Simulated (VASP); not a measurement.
# LiBr (Fm-3m) in VASP: further runs

The runs below take LiBr through single point, with PBE.

All numbers are computed with VASP 6.6.1; they aren't measurements. Logs are shortened: lines on timing, memory, paths and dates and some standing lists are left out, and cuts for length are marked.

## (1) The cell of the first run

The structure is cubic, space group Fm-3m (No. 225). The conventional cell has a = 5.547 Å, b = 5.547 Å, c = 5.547 Å, α = 90.00°, β = 90.00°, γ = 90.00°. Li (site symmetry m-3m) has 6 Br at 2.77 Å within 3.7 Å. Br (site symmetry m-3m) has 6 Li at 2.77 Å within 3.7 Å.

## (2) Single point, PBE (21.34 Å³/atom)

File INCAR:

```
PREC = Accurate
ENCUT = 750
EDIFF = 1E-6
ISMEAR = 0
SIGMA = 0.05
LREAL = F
LASPH = T
NELM = 120
ALGO = Normal
ISIF = 2
LWAVE = F
LCHARG = F
GGA = PE
NBANDS = 12
GGA_COMPAT = F
```

File KPOINTS:

```
Automatic mesh
0
Gamma
  10 10 10
```

File POSCAR:

```
LiBr
1.0
    0.0000000000      2.7737267264      2.7737267264
    2.7737267264      0.0000000000      2.7737267264
    2.7737267264      2.7737267264      0.0000000000
Li Br
1 1
Direct
    0.0000000000      0.0000000000      0.0000000000
    0.5000000000      0.5000000000      0.5000000000
```

Potentials or basis: VASP PAW PBE potentials, release 64 (Li_sv, Br).

Launch:

```bash
> cat potpaw_PBE.64/Li_sv/POTCAR potpaw_PBE.64/Br/POTCAR > POTCAR
> mpirun -np 1 vasp_std > vasp.out
```

OUTCAR:

```text
PREC = Accurate
   ENCUT = 750
   EDIFF = 1E-6
   ISMEAR = 0
   LREAL = F
   LASPH = T
   NELM = 120
   ISIF = 2
   GGA = PE

 ion  position               nearest neighbor table
   1  0.000  0.000  0.000-
   2  0.500  0.500  0.500-

  LATTYP: Found a face centered cubic cell.
 ALAT       =     5.5474534528

  Lattice vectors:

 A1 = (   0.0000000000,   2.7737267264,   2.7737267264)
 A2 = (   2.7737267264,   0.0000000000,   2.7737267264)
 A3 = (   2.7737267264,   2.7737267264,   0.0000000000)

Analysis of symmetry for initial positions (statically):
=====================================================================
 Subroutine PRICEL returns:
 Original cell was already a primitive cell.

 Routine SETGRP: Setting up the symmetry group for a
 face centered cubic supercell.

 Subroutine GETGRP returns: Found 48 space group operations
 (whereof 48 operations were pure point group operations)
 out of a pool of 48 trial point group operations.

The static configuration has the point symmetry O_h .

Analysis of symmetry for dynamics (positions and initial velocities):
=====================================================================
 Subroutine PRICEL returns:
 Original cell was already a primitive cell.

 Routine SETGRP: Setting up the symmetry group for a
 face centered cubic supercell.

 Subroutine GETGRP returns: Found 48 space group operations
 (whereof 48 operations were pure point group operations)
 out of a pool of 48 trial point group operations.

The dynamic configuration has the point symmetry O_h .

 Subroutine INISYM returns: Found 48 space group operations
 (whereof 48 operations are pure point group operations),
 and found     1 'primitive' translations

----------------------------------------------------------------------------------------

                                     Primitive cell

  volume of cell :      42.6797

  direct lattice vectors                    reciprocal lattice vectors
     0.000000000  2.773726726  2.773726726    -0.180262892  0.180262892  0.180262892
     2.773726726  0.000000000  2.773726726     0.180262892 -0.180262892  0.180262892
     2.773726726  2.773726726  0.000000000     0.180262892  0.180262892 -0.180262892

  length of vectors
     3.922641955  3.922641955  3.922641955     0.312224487  0.312224487  0.312224487

  position of ions in fractional coordinates (direct lattice)
     0.000000000  0.000000000  0.000000000
     0.500000000  0.500000000  0.500000000

  ion indices of the primitive-cell ions
   primitive index   ion index
                 1           1
                 2           2

----------------------------------------------------------------------------------------

 KPOINTS: Automatic mesh

Automatic generation of k-mesh.
 Grid dimensions read from file:
 generate k-points for:   10   10   10

 Generating k-lattice:

  Cartesian coordinates                     Fractional coordinates (reciprocal lattice)
    -0.018026289  0.018026289  0.018026289     0.100000000  0.000000000  0.000000000
     0.018026289 -0.018026289  0.018026289     0.000000000  0.100000000  0.000000000
     0.018026289  0.018026289 -0.018026289     0.000000000  0.000000000  0.100000000

  Length of vectors
     0.031222449  0.031222449  0.031222449

  Shift w.r.t. Gamma in fractional coordinates (k-lattice)
     0.000000000  0.000000000  0.000000000

 Subroutine IBZKPT returns following result:
 ===========================================

 Found     47 irreducible k-points:

 Following reciprocal coordinates:
            Coordinates               Weight
  0.000000  0.000000  0.000000      1.000000
  0.100000  0.000000  0.000000      8.000000
  0.200000  0.000000  0.000000      8.000000
  0.300000  0.000000  0.000000      8.000000
  0.400000  0.000000  0.000000      8.000000
  0.500000  0.000000  0.000000      4.000000
[... 16 lines left out ...]
  0.300000  0.300000  0.000000      6.000000
  0.400000  0.300000  0.000000     24.000000
 [... further k-points ...]
   k-points           NKPTS =     47   k-points in BZ     NKDIM =     47   number of bands    NBANDS=     12
   number of dos      NEDOS =    301   number of ions     NIONS =      2
   total plane-waves  NPLWV =  46656
   dimension x,y,z NGX =    36 NGY =   36 NGZ =   36
   dimension x,y,z NGXF=    72 NGYF=   72 NGZF=   72
   ions per type =               1   1
   NGX,Y,Z   is equivalent  to a cutoff of  15.26, 15.26, 15.26 a.u.
   NGXF,Y,Z  is equivalent  to a cutoff of  30.51, 30.51, 30.51 a.u.
 SYSTEM =  unknown system
   PREC   = accura    normal or accurate (medium, high low for compatibility)
   ISTART =      0    job   : 0-new  1-cont  2-samecut
   ICHARG =      2    charge: 1-file 2-atom 10-const
   ISPIN  =      1    spin polarized calculation?
   LNONCOLLINEAR =      F non collinear calculations
   LSORBIT =      F    spin-orbit coupling
   LASPH  =      T    aspherical Exc in radial PAW
   ENCUT  =  750.0 eV  55.12 Ry    7.42 a.u.   8.76  8.76  8.76*2*pi/ulx,y,z
   NELM   =    120;   NELMIN=  2; NELMDL= -5     # of ELM steps
   EDIFF  = 0.1E-05   stopping-criterion for ELM
   LREAL  =      F    real-space projection
   EDIFFG = 0.1E-04   stopping-criterion for IOM
   NSW    =      0    number of steps for IOM
   IBRION =     -1    ionic relax: 0-MD 1-quasi-New 2-CG
   NFREE  =      0    steps in history (QN), initial steepest desc. (CG)
   ISIF   =      2    stress and relaxation
   ISYM   =      2    0-nonsym 1-usesym 2-fastsym
   POTIM  = 0.5000    time-step for ionic-motion
   TEBEG  =    0.0;   TEEND  =   0.0 temperature during run
   PSTRESS=    0.0 pullay stress
   NELECT =      10.0000    total number of electrons
   NUPDOWN=      -1.0000    fix difference up-down
   EMIN   =  10.00;   EMAX   =-10.00  energy-range for DOS
   EFERMI =   0.00;   METHOD = LEGACY
   ISMEAR =     0;   SIGMA  =   0.05  broadening in eV -4-tet -1-fermi 0-gaus
   EFERMI_NEDOS =   21; number of points for ismear=-14 and -15
   IALGO  =     38    algorithm
   IMIX   =      4    mixing-type and parameters
     AMIX     =   0.40;   BMIX     =  1.00
     AMIX_MAG =   1.60;   BMIX_MAG =  1.00
  volume/ion in A,a.u.               =      21.34       144.01
  Fermi-wavevector in a.u.,A,eV,Ry     =   1.009256  1.907217 13.858851  1.018597
  Thomas-Fermi vector in A             =   2.142173
   LORBIT       =      0    0 simple, 1 ext, 2 COOP (PROOUT), +10 PAW based schemes
   GGA     = PE    functional components
   LHFCALC =     F    Hartree Fock is set to
   AEXX    =    0.0000 exact exchange contribution
   IVDW    =     0    specifies the selected vdW correction
   LEPSILON=     F    determine dielectric tensor
   LRPA    =     F    only Hartree local field effects (RPA)
 non-spin polarized calculation
 Gauss-broadening in eV      SIGMA  =   0.05
  energy-cutoff  :      750.00
  volume of cell :       42.68
 maximum number of plane-waves:      2012
   NGX = 17   NGY = 17   NGZ = 17

 number of electron      10.0000000 magnetization

 Free energy of the ion-electron system (eV)
  ---------------------------------------------------
  ext. energy  EPLUGINS =         0.00000000
  ---------------------------------------------------
  free energy    TOTEN  =        -6.64013604 eV

  energy without entropy =       -6.64013604  energy(sigma->0) =       -6.64013604

 E-fermi :   0.5135     XC(G=0):  -8.3217

 val. band max:        0.1418681272   @ k =  -0.1000   0.1000   0.0000
 cond. band min:       4.9738677756   @ k =   0.0000   0.0000   0.0000
 fundamental gap:      4.8319996484
 Fermi energy:         0.5135125062

 k-point     1 :       0.0000    0.0000    0.0000
  band No.  band energies     occupation
      1     -44.2990      2.00000
      2     -13.2105      2.00000
      3       0.1386      2.00000
      4       0.1386      2.00000
      5       0.1386      2.00000
      6       4.9739      0.00000
      7      10.6184      0.00000
      8      10.6184      0.00000
      9      10.6184      0.00000
     10      12.2667      0.00000
     11      12.2667      0.00000
     12      12.2667      0.00000

 k-point     2 :       0.1000    0.0000    0.0000
  band No.  band energies     occupation
      1     -44.2989      2.00000
      2     -13.1718      2.00000
      3      -0.2415      2.00000
      4       0.1122      2.00000
      5       0.1122      2.00000
      6       5.3352      0.00000
      7      10.0432      0.00000
      8      10.5620      0.00000
      9      10.5620      0.00000
     10      11.5251      0.00000
     11      11.5251      0.00000
     12      12.5589      0.00000

 k-point     3 :       0.2000    0.0000    0.0000
  band No.  band energies     occupation
      1     -44.2987      2.00000
      2     -13.0674      2.00000
      3      -1.0520      2.00000
      4       0.0458      2.00000
      5       0.0458      2.00000
      6       5.9147      0.00000
      7       9.6170      0.00000
      8       9.7455      0.00000
      9       9.7455      0.00000
     10      11.9205      0.00000
     11      11.9205      0.00000
     12      12.8564      0.00000
[... 286 lines left out ...]
 k-point    23 :       0.3000    0.3000    0.0000
  band No.  band energies     occupation
      1     -44.2982      2.00000
      2     -12.8273      2.00000
      3      -1.7905      2.00000
      4      -0.6111      2.00000
      5      -0.6111      2.00000
      6       7.0731      0.00000
      7       8.0076      0.00000
      8       8.9426      0.00000
      9      11.3909      0.00000
     10      11.3909      0.00000
     11      14.5789      0.00000
     12      16.3599      0.00000

 k-point    24 :       0.4000    0.3000    0.0000
  band No.  band energies     occupation
      1     -44.2981      2.00000
      2     -12.7301      2.00000
      3      -2.1402      2.00000
      4      -0.8389      2.00000
      5      -0.7113      2.00000
      6       6.8895      0.00000
      7       7.9103      0.00000
      8       9.5011      0.00000
      9      11.2008      0.00000
     10      11.9985      0.00000
     11      15.5626      0.00000
     12      17.0973      0.00000

 [... further k-points ...]

------------------------ aborting loop because EDIFF is reached ----------------------------------------

  FORCE on cell =-STRESS in cart. coord.  units (eV):
  Direction    XX          YY          ZZ          XY          YZ          ZX
  --------------------------------------------------------------------------------------
  -------------------------------------------------------------------------------------
  Total       -0.1420468     -0.1420468     -0.1420468      0.0000000     -0.0000000     -0.0000000
  in kB       -5.3323802     -5.3323802     -5.3323802      0.0000000     -0.0000000     -0.0000000
  external PRESSURE =      -5.3323802 kB  Pullay stress =       0.0000000 kB

 VOLUME and BASIS-vectors are now :
 -----------------------------------------------------------------------------
  energy-cutoff  :      750.00
  volume of cell :       42.68
      direct lattice vectors                 reciprocal lattice vectors
     0.000000000  2.773726726  2.773726726    -0.180262892  0.180262892  0.180262892
     2.773726726  0.000000000  2.773726726     0.180262892 -0.180262892  0.180262892
     2.773726726  2.773726726  0.000000000     0.180262892  0.180262892 -0.180262892

 POSITION                                       TOTAL-FORCE (eV/Angst)
 -----------------------------------------------------------------------------------
      0.00000      0.00000      0.00000         0.000000      0.000000     -0.000000
      2.77373      2.77373      2.77373        -0.000000     -0.000000      0.000000
 -----------------------------------------------------------------------------------
    total drift:                                0.000000      0.000000      0.000000

  FREE ENERGIE OF THE ION-ELECTRON SYSTEM (eV)
  ---------------------------------------------------
  free  energy   TOTEN  =        -6.6401360364 eV

  energy  without entropy=       -6.6401360364  energy(sigma->0) =       -6.64013604
```

Run time: 48 s. Hardware: 1 thread of Intel Xeon 8259CL, shared host; peak memory 0.22 GiB.

What came out:

- Free energy: -6.6401 eV
- Pressure: -0.5 GPa
- Band gap on the k mesh: 4.83 eV

Levels at points of the mesh, in eV from the valence-band top:
```tsv
k point	band 3	band 4	band 5	band 6	band 7	band 8
(0.00, 0.00, 0.00)	0.00	0.00	0.00	4.83	10.48	10.48
(0.50, 0.00, 0.00)	-2.77	-0.25	-0.25	5.61	8.10	8.10
(0.50, 0.50, 0.00)	-2.77	-1.09	-1.09	6.21	7.15	11.41
```

A k mesh can miss the band edges. A hybrid or GW would open this gap; PBE tends to underestimate it.

## (3) Single point, PBE (21.76 Å³/atom)

This run uses another cell than the first one, of 21.76 Å³/atom.

File INCAR:

```
PREC = Accurate
ENCUT = 750
EDIFF = 1E-6
ISMEAR = 0
SIGMA = 0.05
LREAL = False
LASPH = True
NELM = 120
ALGO = Normal
ISIF = 2
LWAVE = False
LCHARG = False
GGA = PE
NBANDS = 12
GGA_COMPAT = False
```

File KPOINTS:

```
regular mesh
0
Gamma
  10 10 10
```

File POSCAR:

```
LiBr
1.0
    0.0000000000      2.7917384436      2.7917384436
    2.7917384436      0.0000000000      2.7917384436
    2.7917384436      2.7917384436      0.0000000000
Li Br
1 1
Direct
    0.0000000000      0.0000000000      0.0000000000
    0.5000000000      0.5000000000      0.5000000000
```

Potentials or basis: VASP PAW PBE potentials, release 64 (Li_sv, Br).

Launch:

```bash
> cat potpaw_PBE.64/Li_sv/POTCAR potpaw_PBE.64/Br/POTCAR > POTCAR
> mpirun -np 1 vasp_std > vasp.out
```

OUTCAR:

```text
PREC = Accurate
   ENCUT = 750
   EDIFF = 1E-6
   ISMEAR = 0
   LREAL = False
   LASPH = True
   NELM = 120
   ISIF = 2
   GGA = PE

 ion  position               nearest neighbor table
   1  0.000  0.000  0.000-
   2  0.500  0.500  0.500-

  LATTYP: Found a face centered cubic cell.
 ALAT       =     5.5834768872

  Lattice vectors:

 A1 = (   0.0000000000,   2.7917384436,   2.7917384436)
 A2 = (   2.7917384436,   0.0000000000,   2.7917384436)
 A3 = (   2.7917384436,   2.7917384436,   0.0000000000)

Analysis of symmetry for initial positions (statically):
=====================================================================
 Subroutine PRICEL returns:
 Original cell was already a primitive cell.

 Routine SETGRP: Setting up the symmetry group for a
 face centered cubic supercell.

 Subroutine GETGRP returns: Found 48 space group operations
 (whereof 48 operations were pure point group operations)
 out of a pool of 48 trial point group operations.

The static configuration has the point symmetry O_h .

Analysis of symmetry for dynamics (positions and initial velocities):
=====================================================================
 Subroutine PRICEL returns:
 Original cell was already a primitive cell.

 Routine SETGRP: Setting up the symmetry group for a
 face centered cubic supercell.

 Subroutine GETGRP returns: Found 48 space group operations
 (whereof 48 operations were pure point group operations)
 out of a pool of 48 trial point group operations.

The dynamic configuration has the point symmetry O_h .

 Subroutine INISYM returns: Found 48 space group operations
 (whereof 48 operations are pure point group operations),
 and found     1 'primitive' translations

----------------------------------------------------------------------------------------

                                     Primitive cell

  volume of cell :      43.5165

  direct lattice vectors                    reciprocal lattice vectors
[... 117 lines left out ...]
   LRPA    =     F    only Hartree local field effects (RPA)
 non-spin polarized calculation
 Gauss-broadening in eV      SIGMA  =   0.05
  energy-cutoff  :      750.00
  volume of cell :       43.52
 maximum number of plane-waves:      2085
   NGX = 17   NGY = 17   NGZ = 17

 number of electron      10.0000000 magnetization

 number of electron       9.9999998 magnetization

 Free energy of the ion-electron system (eV)
  ---------------------------------------------------
  ext. energy  EPLUGINS =         0.00000000
  ---------------------------------------------------
  free energy    TOTEN  =        -6.63635503 eV

  energy without entropy =       -6.63635503  energy(sigma->0) =       -6.63635503

 E-fermi :   0.3139     XC(G=0):  -8.2420

 val. band max:        0.0121119929   @ k =  -0.1000   0.1000   0.0000
 cond. band min:       4.7646740783   @ k =   0.0000   0.0000   0.0000
 fundamental gap:      4.7525620854
 Fermi energy:         0.3139385310

 k-point     1 :       0.0000    0.0000    0.0000
  band No.  band energies     occupation
      1     -44.4619      2.00000
      2     -13.2784      2.00000
      3       0.0092      2.00000
      4       0.0092      2.00000
      5       0.0092      2.00000
      6       4.7647      0.00000
      7      10.4717      0.00000
      8      10.4717      0.00000
      9      10.4717      0.00000
     10      12.0495      0.00000
     11      12.0495      0.00000
     12      12.0495      0.00000
[... 331 lines left out ...]
 k-point    24 :       0.4000    0.3000    0.0000
  band No.  band energies     occupation
      1     -44.4610      2.00000
      2     -12.8222      2.00000
      3      -2.2025      2.00000
      4      -0.9349      2.00000
      5      -0.8118      2.00000
      6       6.7245      0.00000
      7       7.7919      0.00000
      8       9.2677      0.00000
      9      10.9894      0.00000
     10      11.7557      0.00000
     11      15.3349      0.00000
     12      16.8456      0.00000

 [... further k-points ...]

------------------------ aborting loop because EDIFF is reached ----------------------------------------

  FORCE on cell =-STRESS in cart. coord.  units (eV):
  Direction    XX          YY          ZZ          XY          YZ          ZX
  --------------------------------------------------------------------------------------
  -------------------------------------------------------------------------------------
  Total       -0.2631115     -0.2631115     -0.2631115     -0.0000000     -0.0000000     -0.0000000
  in kB       -9.6871551     -9.6871551     -9.6871551     -0.0000000     -0.0000000     -0.0000000
  external PRESSURE =      -9.6871551 kB  Pullay stress =       0.0000000 kB

 VOLUME and BASIS-vectors are now :
 -----------------------------------------------------------------------------
  energy-cutoff  :      750.00
  volume of cell :       43.52
      direct lattice vectors                 reciprocal lattice vectors
     0.000000000  2.791738444  2.791738444    -0.179099873  0.179099873  0.179099873
     2.791738444  0.000000000  2.791738444     0.179099873 -0.179099873  0.179099873
     2.791738444  2.791738444  0.000000000     0.179099873  0.179099873 -0.179099873

 POSITION                                       TOTAL-FORCE (eV/Angst)
 -----------------------------------------------------------------------------------
      0.00000      0.00000      0.00000        -0.000000      0.000000      0.000000
      2.79174      2.79174      2.79174         0.000000      0.000000     -0.000000
 -----------------------------------------------------------------------------------
    total drift:                                0.000000      0.000000      0.000000

  FREE ENERGIE OF THE ION-ELECTRON SYSTEM (eV)
  ---------------------------------------------------
  free  energy   TOTEN  =        -6.6363550253 eV

  energy  without entropy=       -6.6363550253  energy(sigma->0) =       -6.63635503
```

OSZICAR:

```text
N       E                     dE             d eps       ncg     rms          rms(c)
DAV:   1     0.506644589693E+02    0.50664E+02   -0.47209E+03  1128   0.962E+02
DAV:   2    -0.309791986142E+01   -0.53762E+02   -0.51196E+02  1500   0.151E+02
DAV:   3    -0.656043541449E+01   -0.34625E+01   -0.34506E+01  1448   0.397E+01
DAV:   4    -0.666710358910E+01   -0.10667E+00   -0.10661E+00  1628   0.644E+00
DAV:   5    -0.666835091289E+01   -0.12473E-02   -0.12473E-02  1436   0.662E-01    0.192E+00
DAV:   6    -0.663132641120E+01    0.37025E-01   -0.73305E-02  1424   0.123E+00    0.117E+00
DAV:   7    -0.663360436749E+01   -0.22780E-02   -0.41900E-02  1564   0.106E+00    0.445E-01
DAV:   8    -0.663631954145E+01   -0.27152E-02   -0.48317E-03  1328   0.462E-01    0.705E-02
DAV:   9    -0.663631505153E+01    0.44899E-05   -0.12754E-04  1444   0.821E-02    0.287E-02
DAV:  10    -0.663635389042E+01   -0.38839E-04   -0.61033E-05  1332   0.504E-02    0.159E-02
DAV:  11    -0.663635502168E+01   -0.11313E-05   -0.61734E-06  1464   0.142E-02    0.337E-03
DAV:  12    -0.663635502532E+01   -0.36396E-08   -0.31063E-07  1096   0.389E-03
   1 F= -.66363550E+01 E0= -.66363550E+01  d E =-.568544E-19
```

Run time: 49 s. Hardware: 1 thread of Intel Xeon 8259CL, shared host; peak memory 0.22 GiB.

Results:

```
Free energy            : -6.6364 eV
Pressure               : -1.0 GPa
Band gap on the k mesh : 4.75 eV
```

A k mesh can miss the band edges. A hybrid or GW would open this gap; PBE tends to underestimate it.
